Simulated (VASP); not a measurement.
V:

```
V
1.0
     2.28569   -3.41155    0.00000
     2.28569    3.41155    0.00000
     0.00000    0.00000    5.16735
V
5
Direct
  0.50000 0.00000 0.25000
  0.00000 0.50000 0.75000
  0.00000 0.50000 0.25000
  0.50000 0.00000 0.75000
  0.00000 0.00000 0.00000
```

| Item | Value |
| --- | --- |
| Program | VASP 6.6.1 |
| Task | relaxation of cell and atoms |
| Functional | PBE |
| Potentials or basis | VASP PAW PBE potentials, release 64 (V_sv) |
| Cutoff | 600 eV |
| k mesh | 4 × 4 × 4 |
| Occupations | gaussian, width 0.1 eV |
| Spin | no spin polarisation |

At the start: pressure 5.9 GPa; volume 16.12 Å³/atom.

Task: How do energy, volume and symmetry change on relaxing?

Result: Over 25 steps the energy falls by 383.4 meV/atom and the volume is 15.25 Å³/atom (-5.4 %); space group Cmmm (No. 65, to 0.1 Å) before, P4/mmm (No. 123, to 0.1 Å).

Step by step:
```
step  energy change (eV)  largest force (eV/Å)  pressure (GPa)  volume (Å³)
   1              0.0000                0.9660            5.93        80.59
   2             -0.3768                0.0401           -6.39        87.57
   3             -0.3798                0.1140           -5.44        86.90
   4             -0.6906                0.0828           -2.54        82.70
   5             -0.8252                0.1389            1.09        79.23
   6             -0.6623                0.1277           14.11        71.96
   7             -0.8440                0.1599            3.34        77.56
   8             -1.0617                0.1884            2.01        77.64
   9             -0.9148                0.0473            5.64        75.13
  10             -1.2270                0.1811            1.10        77.13
  11             -1.4087                0.4681           -1.50        78.52
  12             -1.6462                0.4555           -7.56        81.85
  13             -1.6479                0.5424           -6.50        81.13
  14             -1.7151                0.5055           -5.51        80.27
  15             -1.7738                0.4235           -3.65        78.90
  16             -1.7773                0.3995           -2.98        78.45
  17             -1.8079                0.3960           -1.86        77.70
  18             -1.8474                0.4149            1.83        75.48
  19             -1.8714                0.3728            1.07        75.82
  20             -1.9056                0.1065           -0.93        76.82
  21             -1.9060                0.1599           -0.68        76.68
  22             -1.9061                0.1448           -0.76        76.72
  23             -1.9125                0.0700           -0.05        76.31
  24             -1.9142                0.0031            0.63        75.94
  25             -1.9170                0.0239            0.02        76.25
```

Final structure:
```xyz
5
Lattice="2.4619 -2.4589 0.0000 2.4619 2.4589 0.0000 0.0000 0.0000 6.2978" Properties=species:S:1:pos:R:3 pbc="T T T"
V     1.2310   -1.2294    1.9268
V     1.2310    1.2294    4.3711
V     1.2310    1.2294    1.9268
V     1.2310   -1.2294    4.3711
V     0.0000    0.0000    0.0000
```

Caveat: the k points lie up to 0.45 Å⁻¹ apart in the final cell, too coarse for converged energies and pressures of a metal; a cell axis changed by over 15 % at a fixed basis, so the end point is rough.
